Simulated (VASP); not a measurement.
**Ta: single point with PBE**

The system is Ta.

```
Ta
1.0
    -1.63827    1.63827    1.63827
     1.63827   -1.63827    1.63827
     1.63827    1.63827   -1.63827
Ta
1
Direct
  0.00000 0.00000 0.00000
```

This cell differs from its parent crystal: volume scaled by 0.96.

| Item | Value |
| --- | --- |
| Program | VASP 6.6.1 |
| Task | single point |
| Functional | PBE |
| Potentials or basis | VASP PAW PBE potentials, release 64 (Ta_pv) |
| Cutoff | 520 eV |
| k mesh | 22 × 22 × 22 |
| Occupations | fermi-dirac, width 0.1 eV |
| Spin | no spin polarisation |
| Dipole correction | no |
| Further INCAR settings | ALGO = Normal; EDIFF = 1e-06; NBANDS = 12 |

```json
{"Pressure": "8.5 GPa"}
```

Levels at points of the mesh, in eV from the Fermi level:
| k point | band 4 | band 5 | band 6 | band 7 | band 8 | band 9 |
| --- | --- | --- | --- | --- | --- | --- |
| (0.00, 0.00, 0.00) | -8.02 | 0.73 | 0.73 | 0.73 | 4.08 | 4.08 |
| (0.50, 0.00, 0.00) | -4.49 | -1.62 | 1.69 | 3.98 | 5.04 | 8.03 |
| (0.50, 0.50, 0.50) | -3.96 | -3.96 | 7.02 | 7.02 | 7.02 | 8.87 |

Run time: 27 s on 1 thread of Intel Xeon 6975P-C (shared host), peak memory 0.19 GiB.

Caveat: spin-orbit coupling is left out, which moves the levels of the heavy elements.
